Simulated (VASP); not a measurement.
# Cs (R-3m) in VASP: single point with r2SCAN

Aim: the single point of Cs with r2SCAN.

Everything below comes from runs of VASP 6.6.1. Logs are shortened: lines on timing, memory, paths and dates and some standing lists are left out, and cuts for length are marked.

### Step 1. The cell of the first run

It takes space group R-3m (No. 166, trigonal). The conventional cell has a = 5.628 Å, b = 5.628 Å, c = 13.713 Å, α = 90.00°, β = 90.00°, γ = 120.00°.

This isn't the form of Cs at room conditions, which is bcc.

### Step 2. Single point, r2SCAN

Contents of POSCAR:

```
Cs
1.0
    2.8138424003      1.6245726673      9.1418702757
   -2.8138424003      1.6245726673      9.1418702757
    0.0000000000     -3.2491453345      9.1418702757
Cs
2
Direct
    0.2499948972      0.2499948972      0.2499948972
    0.7500051028      0.7500051028      0.7500051028
```

Contents of INCAR.step1:

```
SYSTEM = Cs
PREC = Accurate ; ENCUT = 520
ISMEAR = 0 ; SIGMA = 0.01
LREAL = .False. ; LASPH = .True.
NELM = 100 ; NBANDS = 16
GGA = PE ; ALGO = Normal
EDIFF = 1E-4 ; LWAVE = .True.
LCHARG = .False.
```

Contents of INCAR.step2:

```
SYSTEM = Cs
PREC = Accurate ; ENCUT = 520
EDIFF = 1E-6 ; ISMEAR = 0
SIGMA = 0.01 ; LREAL = .False.
LASPH = .True. ; NELM = 100
ALGO = Normal ; ISIF = 2
LWAVE = .False. ; LCHARG = .False.
METAGGA = R2SCAN ; LMIXTAU = .True.
NBANDS = 16 ; ISTART = 1
```

Contents of KPOINTS:

```
regular mesh
0
Gamma
  6 6 6
  0 0 0
```

Potentials or basis: VASP PAW PBE potentials, release 64 (Cs_sv).

Started as:

```bash
> cat potpaw_PBE.64/Cs_sv/POTCAR > POTCAR
> cp INCAR.step1 INCAR
> mpirun -np 1 vasp_std > vasp.out
> cp INCAR.step2 INCAR
> mpirun -np 1 vasp_std > vasp.out
```

OUTCAR:

```text
SYSTEM = Cs
   PREC = Accurate
   ENCUT = 520
   EDIFF = 1E-6
   ISMEAR = 0
   LREAL = .False.
   LASPH = .True.
   NELM = 100
   ISIF = 2
   METAGGA = R2SCAN
   ISTART = 1

 ion  position               nearest neighbor table
   1  0.250  0.250  0.250-
   2  0.750  0.750  0.750-

  LATTYP: Found a trigonal (rhomboedric) cell.
 ALAT       =     9.7020996461
 COS(alpha) =     0.8317720808

  Lattice vectors:

 A1 = (   2.8138424003,   1.6245726673,   9.1418702757)
 A2 = (  -2.8138424003,   1.6245726673,   9.1418702757)
 A3 = (   0.0000000000,  -3.2491453345,   9.1418702757)

Analysis of symmetry for initial positions (statically):
=====================================================================
 Subroutine PRICEL returns:
 Original cell was already a primitive cell.

 Routine SETGRP: Setting up the symmetry group for a
 trigonal (rhombohedral) supercell.

 Subroutine GETGRP returns: Found 12 space group operations
 (whereof 12 operations were pure point group operations)
 out of a pool of 12 trial point group operations.

The static configuration has the point symmetry D_3d.

Analysis of symmetry for dynamics (positions and initial velocities):
=====================================================================
 Subroutine PRICEL returns:
 Original cell was already a primitive cell.

 Routine SETGRP: Setting up the symmetry group for a
 trigonal (rhombohedral) supercell.

 Subroutine GETGRP returns: Found 12 space group operations
 (whereof 12 operations were pure point group operations)
 out of a pool of 12 trial point group operations.

The dynamic configuration has the point symmetry D_3d.

 Subroutine INISYM returns: Found 12 space group operations
 (whereof 12 operations are pure point group operations),
 and found     1 'primitive' translations

----------------------------------------------------------------------------------------

                                     Primitive cell

  volume of cell :     250.7409

  direct lattice vectors                    reciprocal lattice vectors
     2.813842400  1.624572667  9.141870276     0.177692965  0.102591081  0.036462269
    -2.813842400  1.624572667  9.141870276    -0.177692965  0.102591081  0.036462269
     0.000000000 -3.249145335  9.141870276     0.000000000 -0.205182163  0.036462269

  length of vectors
     9.702099646  9.702099646  9.702099646     0.208396778  0.208396778  0.208396778

  position of ions in fractional coordinates (direct lattice)
     0.249994897  0.249994897  0.249994897
     0.750005103  0.750005103  0.750005103

  ion indices of the primitive-cell ions
   primitive index   ion index
                 1           1
                 2           2

----------------------------------------------------------------------------------------

 KPOINTS: regular mesh

Automatic generation of k-mesh.
 Grid dimensions read from file:
 generate k-points for:    6    6    6

 Generating k-lattice:

  Cartesian coordinates                     Fractional coordinates (reciprocal lattice)
     0.029615494  0.017098514  0.006077045     0.166666667  0.000000000  0.000000000
    -0.029615494  0.017098514  0.006077045     0.000000000  0.166666667  0.000000000
     0.000000000 -0.034197027  0.006077045     0.000000000  0.000000000  0.166666667

  Length of vectors
     0.034732796  0.034732796  0.034732796

  Shift w.r.t. Gamma in fractional coordinates (k-lattice)
     0.000000000  0.000000000  0.000000000

 Subroutine IBZKPT returns following result:
 ===========================================

 Found     32 irreducible k-points:

 Following reciprocal coordinates:
            Coordinates               Weight
  0.000000  0.000000  0.000000      1.000000
  0.166667  0.000000 -0.000000      6.000000
  0.333333  0.000000 -0.000000      6.000000
  0.500000  0.000000 -0.000000      3.000000
  0.166667  0.166667 -0.000000      6.000000
  0.333333  0.166667 -0.000000     12.000000
[... 16 lines left out ...]
  0.500000  0.500000  0.166667      6.000000
 -0.333333  0.500000  0.166667     12.000000
 [... further k-points ...]
   k-points           NKPTS =     32   k-points in BZ     NKDIM =     32   number of bands    NBANDS=     16
   number of dos      NEDOS =    301   number of ions     NIONS =      2
   total plane-waves  NPLWV = 373248
   dimension x,y,z NGX =    72 NGY =   72 NGZ =   72
   dimension x,y,z NGXF=   144 NGYF=  144 NGZF=  144
   ions per type =               2
   NGX,Y,Z   is equivalent  to a cutoff of  12.34, 12.34, 12.34 a.u.
   NGXF,Y,Z  is equivalent  to a cutoff of  24.67, 24.67, 24.67 a.u.
 SYSTEM =  Cs
   PREC   = accura    normal or accurate (medium, high low for compatibility)
   ISTART =      1    job   : 0-new  1-cont  2-samecut
   ICHARG =      0    charge: 1-file 2-atom 10-const
   ISPIN  =      1    spin polarized calculation?
   LNONCOLLINEAR =      F non collinear calculations
   LSORBIT =      F    spin-orbit coupling
   LASPH  =      T    aspherical Exc in radial PAW
   ENCUT  =  520.0 eV  38.22 Ry    6.18 a.u.  18.04 18.04 18.04*2*pi/ulx,y,z
   NELM   =    100;   NELMIN=  2; NELMDL=  0     # of ELM steps
   EDIFF  = 0.1E-05   stopping-criterion for ELM
   LREAL  =      F    real-space projection
   EDIFFG = 0.1E-04   stopping-criterion for IOM
   NSW    =      0    number of steps for IOM
   IBRION =     -1    ionic relax: 0-MD 1-quasi-New 2-CG
   NFREE  =      0    steps in history (QN), initial steepest desc. (CG)
   ISIF   =      2    stress and relaxation
   ISYM   =      2    0-nonsym 1-usesym 2-fastsym
   POTIM  = 0.5000    time-step for ionic-motion
   TEBEG  =    0.0;   TEEND  =   0.0 temperature during run
   PSTRESS=    0.0 pullay stress
   NELECT =      18.0000    total number of electrons
   NUPDOWN=      -1.0000    fix difference up-down
   EMIN   =  10.00;   EMAX   =-10.00  energy-range for DOS
   EFERMI =   0.00;   METHOD = LEGACY
   ISMEAR =     0;   SIGMA  =   0.01  broadening in eV -4-tet -1-fermi 0-gaus
   EFERMI_NEDOS =   21; number of points for ismear=-14 and -15
   IALGO  =     38    algorithm
   IMIX   =      4    mixing-type and parameters
     AMIX     =   0.40;   BMIX     =  1.00
     AMIX_MAG =   1.60;   BMIX_MAG =  1.00
  volume/ion in A,a.u.               =     125.37       846.04
  Fermi-wavevector in a.u.,A,eV,Ry     =   0.680389  1.285749  6.298533  0.462929
  Thomas-Fermi vector in A             =   1.758865
   LORBIT       =      0    0 simple, 1 ext, 2 COOP (PROOUT), +10 PAW based schemes
   METAGGA = R2SCAN    functional components
   LHFCALC =     F    Hartree Fock is set to
   AEXX    =    0.0000 exact exchange contribution
   IVDW    =     0    specifies the selected vdW correction
   LEPSILON=     F    determine dielectric tensor
   LRPA    =     F    only Hartree local field effects (RPA)
 non-spin polarized calculation
 Gauss-broadening in eV      SIGMA  =   0.01
  energy-cutoff  :      520.00
  volume of cell :      250.74
 maximum number of plane-waves:      6790
   NGX = 37   NGY = 37   NGZ = 37

 number of electron      18.0000002 magnetization

 Free energy of the ion-electron system (eV)
  ---------------------------------------------------
  ext. energy  EPLUGINS =         0.00000000
  ---------------------------------------------------
  free energy    TOTEN  =       -50.02523519 eV

  energy without entropy =      -50.02492188  energy(sigma->0) =      -50.02507853

 E-fermi :   0.2660     XC(G=0):  -5.4189

 val. band max:        0.2644996309   @ k =   0.5000   0.3333   0.0000
 cond. band min:       0.3898540847   @ k =  -0.3333   0.3333   0.1667
 fundamental gap:      0.1253544538
 Fermi energy:         0.2660398344

 k-point     1 :       0.0000    0.0000    0.0000
  band No.  band energies     occupation
      1     -24.5078      2.00000
      2     -24.5033      2.00000
      3     -10.9910      2.00000
      4     -10.8996      2.00000
      5     -10.8996      2.00000
      6     -10.8858      2.00000
[... 8 lines left out ...]
     15       3.0257      0.00000
     16       3.0563      0.00000

 k-point     2 :       0.1667    0.0000   -0.0000
  band No.  band energies     occupation
      1     -24.5068      2.00000
      2     -24.5028      2.00000
      3     -10.9811      2.00000
      4     -10.9179      2.00000
      5     -10.9064      2.00000
      6     -10.9032      2.00000
[... 8 lines left out ...]
     15       3.1112      0.00000
     16       3.1350      0.00000

 k-point     3 :       0.3333    0.0000   -0.0000
  band No.  band energies     occupation
      1     -24.5045      2.00000
      2     -24.5022      2.00000
      3     -10.9564      2.00000
      4     -10.9539      2.00000
      5     -10.9482      2.00000
      6     -10.9099      2.00000
[... 8 lines left out ...]
     15       3.2273      0.00000
     16       3.3951      0.00000

 k-point     4 :       0.5000    0.0000   -0.0000
  band No.  band energies     occupation
      1     -24.5027      2.00000
      2     -24.5026      2.00000
      3     -10.9702      2.00000
      4     -10.9702      2.00000
      5     -10.9275      2.00000
      6     -10.9275      2.00000
[... 8 lines left out ...]
     15       3.3432      0.00000
     16       3.3434      0.00000
[... 324 lines left out ...]
 k-point    22 :      -0.1667    0.3333    0.1667
  band No.  band energies     occupation
      1     -24.5034      2.00000
      2     -24.5019      2.00000
      3     -10.9700      2.00000
      4     -10.9681      2.00000
      5     -10.9379      2.00000
      6     -10.9236      2.00000
[... 8 lines left out ...]
     15       2.9647      0.00000
     16       3.1241      0.00000

 k-point    23 :       0.5000    0.5000    0.1667
  band No.  band energies     occupation
      1     -24.5040      2.00000
      2     -24.5027      2.00000
      3     -10.9698      2.00000
      4     -10.9698      2.00000
      5     -10.9191      2.00000
      6     -10.9167      2.00000
[... 8 lines left out ...]
     15       3.0073      0.00000
     16       3.7781      0.00000

 k-point    24 :      -0.3333    0.5000    0.1667
  band No.  band energies     occupation
      1     -24.5030      2.00000
      2     -24.5023      2.00000
      3     -10.9785      2.00000
      4     -10.9726      2.00000
      5     -10.9292      2.00000
      6     -10.9170      2.00000
[... 8 lines left out ...]
     15       3.0992      0.00000
     16       3.7173      0.00000

 [... further k-points ...]

------------------------ aborting loop because EDIFF is reached ----------------------------------------

  FORCE on cell =-STRESS in cart. coord.  units (eV):
  Direction    XX          YY          ZZ          XY          YZ          ZX
  --------------------------------------------------------------------------------------
  -------------------------------------------------------------------------------------
  Total       -0.0188546     -0.0188546      0.0042021      0.0000000      0.0000000     -0.0000000
  in kB       -0.1204769     -0.1204769      0.0268503      0.0000000      0.0000000     -0.0000000
  external PRESSURE =      -0.0713678 kB  Pullay stress =       0.0000000 kB

 VOLUME and BASIS-vectors are now :
 -----------------------------------------------------------------------------
  energy-cutoff  :      520.00
  volume of cell :      250.74
      direct lattice vectors                 reciprocal lattice vectors
     2.813842400  1.624572667  9.141870276     0.177692965  0.102591081  0.036462269
    -2.813842400  1.624572667  9.141870276    -0.177692965  0.102591081  0.036462269
     0.000000000 -3.249145335  9.141870276     0.000000000 -0.205182163  0.036462269

 POSITION                                       TOTAL-FORCE (eV/Angst)
 -----------------------------------------------------------------------------------
      0.00000      0.00000      6.85626         0.000000      0.000000      0.000090
      0.00000      0.00000     20.56935         0.000000     -0.000000     -0.000090
 -----------------------------------------------------------------------------------
    total drift:                               -0.000000     -0.000000      0.000000

  FREE ENERGIE OF THE ION-ELECTRON SYSTEM (eV)
  ---------------------------------------------------
  free  energy   TOTEN  =       -50.0252351881 eV

  energy  without entropy=      -50.0249218784  energy(sigma->0) =      -50.02507853
```

It took 14 min on 1 thread of Intel Xeon Platinum 8488C (Sapphire Rapids), shared host; peak memory 0.84 GiB.

Results:

```yaml
Free_energy: -50.0252 eV
Pressure: 0.0 GPa
Band_gap_on_the_k_mesh: zero (bands 9 and 10 overlap by 1.71 eV)
```

Caveat: the PAW data sets were made with another functional, which shifts forces and pressure a little; spin-orbit coupling is left out, which moves the levels of the heavy elements.
